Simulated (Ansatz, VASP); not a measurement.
## CsPbCl3: VASP beside Ansatz

INCAR

```
SYSTEM = CsPbCl3
PREC     = Accurate       ! precision mode
ENCUT    = 520            ! plane-wave cutoff, eV
EDIFF    = 1E-7           ! SCF threshold, eV
ISMEAR   = -1             ! smearing method
SIGMA    = 0.05           ! smearing width, eV
LREAL    = .False.        ! projectors in reciprocal space
LASPH    = .True.         ! aspherical terms in the spheres
NELM     = 100            ! most SCF steps
ALGO     = Normal         ! electronic algorithm
ISIF     = 2              ! what is computed and relaxed
LWAVE    = .False.        ! write WAVECAR
LCHARG   = .False.        ! write CHGCAR
GGA      = PS             ! functional
NBANDS   = 30             ! bands
```

Contents of KPOINTS:

```
regular mesh
0
Gamma
  4 4 4
  0 0 0
```

File POSCAR:

```
CsPbCl3
1.0
    5.6050000000      0.0000000000      0.0000000000
    0.0000000000      5.6050000000      0.0000000000
    0.0000000000      0.0000000000      5.5489500000
Pb Cs Cl
1 1 3
Direct
    0.5000000000      0.5000000000      0.5000000000
    0.0000000000      0.0000000000      0.0000000000
    0.5000000000      0.0000000000      0.5000000000
    0.0000000000      0.5000000000      0.5000000000
    0.5000000000      0.5000000000      0.0000000000
```

Contents of input.yaml:

```yaml
crystal:
  lattice:
    - [5.605, 0.0, 0.0]
    - [0.0, 5.605, 0.0]
    - [0.0, 0.0, 5.54895]
  atoms:
    - { symbol: Pb, position: [0.5, 0.5, 0.5] }
    - { symbol: Cs, position: [0.0, 0.0, 0.0] }
    - { symbol: Cl, position: [0.5, 0.0, 0.5] }
    - { symbol: Cl, position: [0.0, 0.5, 0.5] }
    - { symbol: Cl, position: [0.5, 0.5, 0.0] }
hamiltonian:
  xc: pbesol
  pseudopotentials: { kind: paw }
kpoints:
  mp_grid: { grid: [4, 4, 4] }
  band_path:
    path:
      - [[0.0, 0.0, 0.0], [0.0, 0.5, 0.0], [0.5, 0.5, 0.0], [0.0, 0.0, 0.0], [0.0, 0.0, 0.5], [0.0, 0.5, 0.5], [0.5, 0.5, 0.5], [0.0, 0.0, 0.5]]
      - [[0.0, 0.5, 0.0], [0.0, 0.5, 0.5]]
      - [[0.5, 0.5, 0.0], [0.5, 0.5, 0.5]]
    npoints: 14
scf:
  occupations: { method: fermi_dirac, width: 0.05 }
  n_extra_bands: 12
output:
  forces: true
  stress: true
  eigenvalues: true
  fatbands: false
  write_density: true
  write_potential: true
  elf: true
  volumetric_format: npy
```

Alike in both runs: functional PBEsol; k mesh 4 × 4 × 4; occupations fermi-dirac, width 0.05 eV; no spin polarisation.

```csv
,VASP,Ansatz
version,VASP 6.6.1,Ansatz 0.2.0
potentials or method,"VASP PAW PBE potentials, release 64 (Pb_d, Cs_sv, Cl)",Ansatz PAW
plane-wave cutoff (eV),520,420
valence electrons in the cell,44,44
task,single point,band structure
```

|  | VASP | Ansatz | Ansatz less VASP |
| --- | --- | --- | --- |
| gap on the k mesh at the Fermi level (eV) | 1.73 | 1.72 | -0.007 |
| least direct gap on the mesh (eV) | 1.73 | 1.72 | -0.007 |
| pressure (GPa) | 0.5 | 0.6 | +0.03 |
| traceless stress, the component that is largest in VASP (GPa) | 0.38 | 0.38 | 0.000 |

VASP's potentials were made for PBE, not for PBEsol.

Spin-orbit coupling is off throughout.
